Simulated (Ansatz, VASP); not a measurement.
**Ta3N in VASP and in Ansatz**

Contents of INCAR:

```
ALGO = Normal
EDIFF = 1E-6
ENCUT = 520
GGA = PE
ISIF = 2
ISMEAR = 0
LASPH = True
LCHARG = False
LREAL = False
LWAVE = False
NBANDS = 27
NELM = 80
PREC = Accurate
SIGMA = 0.15
```

File KPOINTS:

```
k-points
0
Gamma
  24 24 8
```

POSCAR

```
Ta3N
1.0
    2.7687323900      0.0000000000      0.0000000000
   -1.3843661950      2.3977925860      0.0000000000
    0.0000000000      0.0000000000      9.0021336917
Ta N
3 1
Direct
    0.0000000000      0.0000000000      0.5000000000
    0.3333333333      0.6666666667      0.1735950547
    0.6666666667      0.3333333333      0.8264049453
    0.0000000000      0.0000000000      0.0000000000
```

Input for Ansatz:

```yaml
crystal:
  lattice:
    - [2.76873239, 0.0, 0.0]
    - [-1.384366195, 2.397792586, 0.0]
    - [0.0, 0.0, 9.0021336917]
  atoms:
    - { symbol: Ta, position: [0.0, 0.0, 0.5] }
    - { symbol: Ta, position: [0.3333333333, 0.6666666667, 0.1735950547] }
    - { symbol: Ta, position: [0.6666666667, 0.3333333333, 0.8264049453] }
    - { symbol: "N", position: [0.0, 0.0, 0.0] }
basis:
  ecutwfc: 420
kpoints:
  mp_grid: { grid: [24, 24, 8] }
hamiltonian:
  xc: pbe
scf:
  occupations: { method: gaussian, width: 0.15 }
output:
  forces: true
  stress: true
  eigenvalues: true
```

Alike in both runs: task single point; functional PBE; k mesh 24 × 24 × 8; occupations gaussian, width 0.15 eV; no spin polarisation.

|  | VASP | Ansatz |
| --- | --- | --- |
| version | VASP 6.6.1 | Ansatz 0.2.0 |
| potentials or method | VASP PAW PBE potentials, release 64 (Ta_pv, N), cutoff 520 eV | scalar-relativistic, plane waves, PAW |
| valence electrons in the cell | 38 | 44 |

|  | VASP | Ansatz | Ansatz less VASP |
| --- | --- | --- | --- |
| gap on the k mesh at the Fermi level (eV) | none | none | - |
| pressure (GPa) | 8.0 | 7.6 | -0.38 |
| traceless stress, the component that is largest in VASP (GPa) | -41.45 | -41.50 | -0.044 |
| rms of the force components (eV/Å) | 0.212 | 0.229 | +0.0172 |

Atom by atom the forces differ by 0.017 eV/Å (rms over components). A gap of «none» marks a metal or a gap that the smearing closes. With one functional, cell and mesh, what is left measures potentials, basis and numerics. VASP's potentials hold 38 valence electrons a cell and Ansatz's 44, so a difference there can come from the potentials and not from the codes.

Neither program's run includes spin-orbit coupling.
